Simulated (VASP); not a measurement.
Here is a VASP 6.6.1 calculation.

File INCAR:

```
SYSTEM = Pb
PREC = Accurate
ENCUT = 520
EDIFF = 1E-6
ISMEAR = 0
SIGMA = 0.1
LREAL = .FALSE.
LASPH = .TRUE.
NELM = 100
ALGO = Normal
ISIF = 2
LWAVE = .FALSE.
LCHARG = .FALSE.
GGA = PE
NBANDS = 36
```

KPOINTS

```
Automatic mesh
0
G
  12 12 4
  0 0 0
```

The input POSCAR:

```
Pb
1.0
    3.5961927243      0.0000000000      0.0000000000
   -1.7980963621      3.1143942562      0.0000000000
    0.0000000000      0.0000000000     11.9019434652
Pb
4
Direct
    0.0000000000      0.0000000000     -0.0217481288
    0.3333333300      0.6666666700      0.2717481288
    0.0000000000      0.0000000000      0.4782518712
    0.6666666700      0.3333333300      0.7717481288
```

Potentials or basis: VASP PAW PBE potentials, release 64 (Pb_d).

Run with:

```sh
$ cat potpaw_PBE.64/Pb_d/POTCAR > POTCAR
$ mpirun -np 1 vasp_std > vasp.out
```

Problem. What does it give for the band gap on the k mesh?

Solution. Zero (bands 28 and 29 overlap by 6.61 eV).

Problem. Predict the pressure.

Solution. 1.6 GPa.

Problem. Predict the largest force.

Solution. 0.816 eV/Å.

Stress tensor (GPa, compression positive):
```
1.13 0.00 0.00
0.00 1.13 0.00
0.00 0.00 2.44
```

Caveat: the cell differs from its parent crystal (strained and its atoms moved); spin-orbit coupling is left out, which moves the levels of the heavy elements.
